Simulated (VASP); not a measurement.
# CuSn2 (P-6m2) in VASP: single point with PBE

Aim: the single point of CuSn2 with PBE.

Everything below comes from runs of VASP 6.6.1. Logs are shortened: lines on timing, memory, paths and dates and some standing lists are left out, and cuts for length are marked.

### Step 1. The cell of the first run

Symmetry: P-6m2, No. 187, hexagonal system. The conventional cell has a = 3.591 Å, b = 3.591 Å, c = 12.346 Å, α = 90.00°, β = 90.00°, γ = 120.00°. Cu (site symmetry 3m) has 6 Sn at 2.92 Å and 6 Cu at 3.59 Å within 3.8 Å. Sn (site symmetry 3m) has 3 Cu at 2.92 Å and 9 Sn at 2.92 to 3.59 Å within 3.8 Å. Within 3.8 Å of Sn (site symmetry -6m2) lie 6 Cu at 2.92 Å and 6 Sn at 3.59 Å. Within 3.8 Å of Sn (site symmetry -6m2) lie 12 Sn at 2.92 to 3.59 Å.

### Step 2. Single point, PBE

INCAR reads:

```
SYSTEM = CuSn2
PREC = Accurate ; ENCUT = 520
EDIFF = 1E-7 ; ISMEAR = 0
SIGMA = 0.1 ; LREAL = .False.
LASPH = .True. ; NELM = 60
ALGO = Normal ; ISIF = 2
LWAVE = .False. ; LCHARG = .False.
GGA = PE ; NBANDS = 48
```

KPOINTS reads:

```
Automatic mesh
0
Gamma
  6 6 2
  0 0 0
```

POSCAR reads:

```
CuSn2
1.0
    3.5905182900      0.0000000000      0.0000000000
   -1.7952591500      3.1094800500      0.0000000000
    0.0000000000      0.0000000000     12.3459258400
Cu Sn
2 4
Direct
    0.6666666700      0.3333333300      0.8333333300
    0.6666666700      0.3333333300      0.1666666700
    0.3333333300      0.6666666700      0.6666666700
    0.3333333300      0.6666666700      0.0000000000
    0.3333333300      0.6666666700      0.3333333300
    0.6666666700      0.3333333300      0.5000000000
```

Potentials or basis: VASP PAW PBE potentials, release 64 (Cu, Sn_d).

The run is started by

```
$ cat potpaw_PBE.64/Cu/POTCAR potpaw_PBE.64/Sn_d/POTCAR > POTCAR
$ mpirun -np 1 vasp_std > vasp.out
```

OUTCAR:

```text
SYSTEM = CuSn2
   PREC = Accurate
   ENCUT = 520
   EDIFF = 1E-7
   ISMEAR = 0
   LREAL = .False.
   LASPH = .True.
   NELM = 60
   ISIF = 2
   GGA = PE

 ion  position               nearest neighbor table
   1  0.667  0.333  0.833-   3 2.92   3 2.92   3 2.92   4 2.92   4 2.92   4 2.92
   2  0.667  0.333  0.167-   5 2.92   5 2.92   5 2.92   4 2.92   4 2.92   4 2.92
   3  0.333  0.667  0.667-   1 2.92   1 2.92   1 2.92   6 2.92   6 2.92   6 2.92
   4  0.333  0.667  0.000-   1 2.92   2 2.92   1 2.92   2 2.92   1 2.92   2 2.92
   5  0.333  0.667  0.333-   2 2.92   2 2.92   2 2.92   6 2.92   6 2.92   6 2.92
   6  0.667  0.333  0.500-   3 2.92   5 2.92   3 2.92   5 2.92   3 2.92   5 2.92

  LATTYP: Found a hexagonal cell.
 ALAT       =     3.5905182900
 C/A-ratio  =     3.4384801421

  Lattice vectors:

 A1 = (   3.5905182900,   0.0000000000,   0.0000000000)
 A2 = (  -1.7952591500,   3.1094800500,   0.0000000000)
 A3 = (   0.0000000000,   0.0000000000,  12.3459258400)

Analysis of symmetry for initial positions (statically):
=====================================================================
 Subroutine PRICEL returns:
 Original cell was already a primitive cell.

 Routine SETGRP: Setting up the symmetry group for a
 hexagonal supercell.

 Subroutine GETGRP returns: Found 12 space group operations
 (whereof 12 operations were pure point group operations)
 out of a pool of 24 trial point group operations.

The static configuration has the point symmetry D_3h.

Analysis of symmetry for dynamics (positions and initial velocities):
=====================================================================
 Subroutine PRICEL returns:
 Original cell was already a primitive cell.

 Routine SETGRP: Setting up the symmetry group for a
 hexagonal supercell.

 Subroutine GETGRP returns: Found 12 space group operations
 (whereof 12 operations were pure point group operations)
 out of a pool of 24 trial point group operations.

The dynamic configuration has the point symmetry D_3h.

 Subroutine INISYM returns: Found 12 space group operations
 (whereof 12 operations are pure point group operations),
 and found     1 'primitive' translations

----------------------------------------------------------------------------------------

                                     Primitive cell

  volume of cell :     137.8379

  direct lattice vectors                    reciprocal lattice vectors
     3.590518290  0.000000000  0.000000000     0.278511323  0.160798588  0.000000000
    -1.795259150  3.109480050  0.000000000     0.000000000  0.321597175  0.000000000
     0.000000000  0.000000000 12.345925840     0.000000000  0.000000000  0.080998381

  length of vectors
     3.590518290  3.590518291 12.345925840     0.321597175  0.321597175  0.080998381

  position of ions in fractional coordinates (direct lattice)
     0.666666670  0.333333330  0.833333330
     0.666666670  0.333333330  0.166666670
     0.333333330  0.666666670  0.666666670
     0.333333330  0.666666670  0.000000000
     0.333333330  0.666666670  0.333333330
     0.666666670  0.333333330  0.500000000

  ion indices of the primitive-cell ions
   primitive index   ion index
                 1           1
                 2           2
                 3           3
                 4           4
                 5           5
                 6           6

----------------------------------------------------------------------------------------

 KPOINTS: Automatic mesh

Automatic generation of k-mesh.
 Grid dimensions read from file:
 generate k-points for:    6    6    2

 Generating k-lattice:

  Cartesian coordinates                     Fractional coordinates (reciprocal lattice)
     0.046418554  0.026799765  0.000000000     0.166666667  0.000000000  0.000000000
     0.000000000  0.053599529  0.000000000     0.000000000  0.166666667  0.000000000
     0.000000000  0.000000000  0.040499190     0.000000000  0.000000000  0.500000000

  Length of vectors
     0.053599529  0.053599529  0.040499190

  Shift w.r.t. Gamma in fractional coordinates (k-lattice)
     0.000000000  0.000000000  0.000000000

 Subroutine IBZKPT returns following result:
 ===========================================

 Found     14 irreducible k-points:

 Following reciprocal coordinates:
            Coordinates               Weight
  0.000000  0.000000  0.000000      1.000000
  0.166667 -0.000000  0.000000      6.000000
  0.333333 -0.000000  0.000000      6.000000
  0.500000 -0.000000  0.000000      3.000000
  0.166667  0.166667  0.000000      6.000000
  0.333333  0.166667  0.000000     12.000000
  0.333333  0.333333  0.000000      2.000000
  0.000000  0.000000  0.500000      1.000000
  0.166667 -0.000000  0.500000      6.000000
  0.333333 -0.000000  0.500000      6.000000
  0.500000 -0.000000  0.500000      3.000000
  0.166667  0.166667  0.500000      6.000000
  0.333333  0.166667  0.500000     12.000000
  0.333333  0.333333  0.500000      2.000000
   k-points           NKPTS =     14   k-points in BZ     NKDIM =     14   number of bands    NBANDS=     48
   number of dos      NEDOS =    301   number of ions     NIONS =      6
   total plane-waves  NPLWV =  75264
   dimension x,y,z NGX =    28 NGY =   28 NGZ =   96
   dimension x,y,z NGXF=    56 NGYF=   56 NGZF=  192
   ions per type =               2   4
   NGX,Y,Z   is equivalent  to a cutoff of  12.96, 12.96, 12.93 a.u.
   NGXF,Y,Z  is equivalent  to a cutoff of  25.93, 25.93, 25.85 a.u.
 SYSTEM =  CuSn2
   PREC   = accura    normal or accurate (medium, high low for compatibility)
   ISTART =      0    job   : 0-new  1-cont  2-samecut
   ICHARG =      2    charge: 1-file 2-atom 10-const
   ISPIN  =      1    spin polarized calculation?
   LNONCOLLINEAR =      F non collinear calculations
   LSORBIT =      F    spin-orbit coupling
   LASPH  =      T    aspherical Exc in radial PAW
   ENCUT  =  520.0 eV  38.22 Ry    6.18 a.u.   6.68  6.68 22.96*2*pi/ulx,y,z
   NELM   =     60;   NELMIN=  2; NELMDL= -5     # of ELM steps
   EDIFF  = 0.1E-06   stopping-criterion for ELM
   LREAL  =      F    real-space projection
   EDIFFG = 0.1E-05   stopping-criterion for IOM
   NSW    =      0    number of steps for IOM
   IBRION =     -1    ionic relax: 0-MD 1-quasi-New 2-CG
   NFREE  =      0    steps in history (QN), initial steepest desc. (CG)
   ISIF   =      2    stress and relaxation
   ISYM   =      2    0-nonsym 1-usesym 2-fastsym
   POTIM  = 0.5000    time-step for ionic-motion
   TEBEG  =    0.0;   TEEND  =   0.0 temperature during run
   PSTRESS=    0.0 pullay stress
   NELECT =      78.0000    total number of electrons
   NUPDOWN=      -1.0000    fix difference up-down
   EMIN   =  10.00;   EMAX   =-10.00  energy-range for DOS
   EFERMI =   0.00;   METHOD = LEGACY
   ISMEAR =     0;   SIGMA  =   0.10  broadening in eV -4-tet -1-fermi 0-gaus
   EFERMI_NEDOS =   21; number of points for ismear=-14 and -15
   IALGO  =     38    algorithm
   IMIX   =      4    mixing-type and parameters
     AMIX     =   0.40;   BMIX     =  1.00
     AMIX_MAG =   1.60;   BMIX_MAG =  1.00
  volume/ion in A,a.u.               =      22.97       155.03
  Fermi-wavevector in a.u.,A,eV,Ry     =   1.354098  2.558875 24.947398  1.833582
  Thomas-Fermi vector in A             =   2.481298
   LORBIT       =      0    0 simple, 1 ext, 2 COOP (PROOUT), +10 PAW based schemes
   GGA     = PE    functional components
   LHFCALC =     F    Hartree Fock is set to
   AEXX    =    0.0000 exact exchange contribution
   IVDW    =     0    specifies the selected vdW correction
   LEPSILON=     F    determine dielectric tensor
   LRPA    =     F    only Hartree local field effects (RPA)
 non-spin polarized calculation
 Gauss-broadening in eV      SIGMA  =   0.10
  energy-cutoff  :      520.00
  volume of cell :      137.84
 maximum number of plane-waves:      3742
 NGX is ok and might be reduce to    28
   NGX = 13   NGY = 13   NGZ = 45

 number of electron      77.9999991 magnetization

 Free energy of the ion-electron system (eV)
  ---------------------------------------------------
  ext. energy  EPLUGINS =         0.00000000
  ---------------------------------------------------
  free energy    TOTEN  =       -20.69922686 eV

  energy without entropy =      -20.66726437  energy(sigma->0) =      -20.68324561

 E-fermi :   7.5572     XC(G=0): -10.5545

 val. band max:        7.4378766901   @ k =   0.3333   0.1667   0.5000
 cond. band min:       7.5736589222   @ k =   0.5000  -0.0000   0.5000
 fundamental gap:      0.1357822321
 Fermi energy:         7.5571763072

 k-point     1 :       0.0000    0.0000    0.0000
  band No.  band energies     occupation
      1     -14.1901      2.00000
      2     -14.1901      2.00000
      3     -14.1388      2.00000
      4     -14.1388      2.00000
      5     -14.1088      2.00000
      6     -14.0545      2.00000
[... 40 lines left out ...]
     47      13.7482      0.00000
     48      14.6446      0.00000

 k-point     2 :       0.1667   -0.0000    0.0000
  band No.  band energies     occupation
      1     -14.1890      2.00000
      2     -14.1824      2.00000
      3     -14.1577      2.00000
      4     -14.1138      2.00000
      5     -14.0781      2.00000
      6     -14.0577      2.00000
[... 40 lines left out ...]
     47      13.8322      0.00000
     48      13.9057      0.00000

 k-point     3 :       0.3333   -0.0000    0.0000
  band No.  band energies     occupation
      1     -14.1924      2.00000
      2     -14.1702      2.00000
      3     -14.1609      2.00000
      4     -14.0675      2.00000
      5     -14.0598      2.00000
      6     -14.0595      2.00000
[... 40 lines left out ...]
     47      12.7485      0.00000
     48      13.3449      0.00000

 k-point     4 :       0.5000   -0.0000    0.0000
  band No.  band energies     occupation
      1     -14.1964      2.00000
      2     -14.1726      2.00000
      3     -14.1446      2.00000
      4     -14.0732      2.00000
      5     -14.0610      2.00000
      6     -14.0285      2.00000
[... 448 lines left out ...]
     47      13.1467      0.00000
     48      13.1926      0.00000

 k-point    13 :       0.3333    0.1667    0.5000
  band No.  band energies     occupation
      1     -14.2178      2.00000
      2     -14.1445      2.00000
      3     -14.1180      2.00000
      4     -14.0712      2.00000
      5     -14.0530      2.00000
      6     -14.0378      2.00000
[... 40 lines left out ...]
     47      12.8105      0.00000
     48      13.2203      0.00000

 k-point    14 :       0.3333    0.3333    0.5000
  band No.  band energies     occupation
      1     -14.2351      2.00000
      2     -14.0968      2.00000
      3     -14.0820      2.00000
      4     -14.0752      2.00000
      5     -14.0557      2.00000
      6     -14.0182      2.00000
[... 40 lines left out ...]
     47      11.3517      0.00000
     48      11.9483      0.00000

------------------------ aborting loop because EDIFF is reached ----------------------------------------

  FORCE on cell =-STRESS in cart. coord.  units (eV):
  Direction    XX          YY          ZZ          XY          YZ          ZX
  --------------------------------------------------------------------------------------
  -------------------------------------------------------------------------------------
  Total        1.9359500      1.9359500      1.4059392     -0.0000000      0.0000000      0.0000000
  in kB       22.5027780     22.5027780     16.3421256     -0.0000000      0.0000000      0.0000000
  external PRESSURE =      20.4492272 kB  Pullay stress =       0.0000000 kB

 VOLUME and BASIS-vectors are now :
 -----------------------------------------------------------------------------
  energy-cutoff  :      520.00
  volume of cell :      137.84
      direct lattice vectors                 reciprocal lattice vectors
     3.590518290  0.000000000  0.000000000     0.278511323  0.160798588  0.000000000
    -1.795259150  3.109480050  0.000000000     0.000000000  0.321597175  0.000000000
     0.000000000  0.000000000 12.345925840     0.000000000  0.000000000  0.080998381

 POSITION                                       TOTAL-FORCE (eV/Angst)
 -----------------------------------------------------------------------------------
      1.79526      1.03649     10.28827        -0.000000     -0.000000     -0.104228
      1.79526      1.03649      2.05765        -0.000000      0.000000      0.104228
     -0.00000      2.07299      8.23062         0.000000      0.000000      2.162221
     -0.00000      2.07299      0.00000         0.000000      0.000000      0.000000
     -0.00000      2.07299      4.11531         0.000000      0.000000     -2.162221
      1.79526      1.03649      6.17296        -0.000000      0.000000      0.000000
 -----------------------------------------------------------------------------------
    total drift:                                0.000015     -0.000008      0.000000

  FREE ENERGIE OF THE ION-ELECTRON SYSTEM (eV)
  ---------------------------------------------------
  free  energy   TOTEN  =       -20.6992268599 eV

  energy  without entropy=      -20.6672643685  energy(sigma->0) =      -20.68324561
```

Run time: 2.1 min. Hardware: 1 thread of Intel Xeon Platinum 8259CL at 2.50GHz (Skylake/Cascade Lake), shared host; peak memory 0.29 GiB.

What came out:

```
Free energy            : -20.6992 eV
Pressure               : 2.0 GPa
Largest force          : 2.162 eV/Å
Band gap on the k mesh : zero (band 39 reaches 10.67 eV, above the bottom of band 40 at 6.42 eV)
```

Forces in eV/Å, atoms in the order of the input:
```
Cu   0.000  0.000 -0.104
Cu   0.000  0.000  0.104
Sn   0.000  0.000  2.162
Sn   0.000  0.000  0.000
Sn   0.000  0.000 -2.162
Sn   0.000  0.000  0.000
```

Caveat: spin-orbit coupling is left out, which moves the levels of the heavy elements; forces of over 1 eV/Å act on the atoms, so gaps and moduli don't describe the material at rest.
